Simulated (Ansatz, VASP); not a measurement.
## FeGe in VASP and in Ansatz

```
CELL_PARAMETERS angstrom
4.50346 0.00000 0.00000
0.00000 4.50346 0.00000
0.00000 0.00000 4.50346
ATOMIC_POSITIONS crystal
Fe 0.13761 0.13761 0.13761
Fe 0.36239 0.86239 0.63761
Fe 0.63761 0.36239 0.86239
Fe 0.86239 0.63761 0.36239
Ge 0.84000 0.84000 0.84000
Ge 0.66000 0.16000 0.34000
Ge 0.34000 0.66000 0.16000
Ge 0.16000 0.34000 0.66000
```

Alike in both runs: functional PBE; k mesh 10 × 10 × 10; occupations gaussian, width 0.03 eV; no spin polarisation.

Ansatz relaxed the structure, and its values are those at the end. VASP's run is a single point on that final structure, the one shown.

|  | VASP | Ansatz |
| --- | --- | --- |
| version | VASP 6.6.1 | Ansatz 0.2.0 |
| potentials or method | VASP PAW PBE potentials, release 64 (Fe, Ge_d), cutoff 520 eV | scalar-relativistic, plane waves, PAW |
| valence electrons in the cell | 88 | 120 |

Ansatz gave:

* gap on the k mesh at the Fermi level (eV): 0.11
* least direct gap on the mesh (eV): 0.14
* pressure (GPa): 19.6
* rms of the force components (eV/Å): 0.000

Q: What did VASP give for the same quantities?

A: gap on the k mesh at the Fermi level (eV): 0.11; least direct gap on the mesh (eV): 0.13; pressure (GPa): 20.0; rms of the force components (eV/Å): 0.013.

VASP's potentials hold 88 valence electrons a cell and Ansatz's 120, so a difference there can come from the potentials and not from the codes. Ansatz's warnings: stress scf threshold loose.
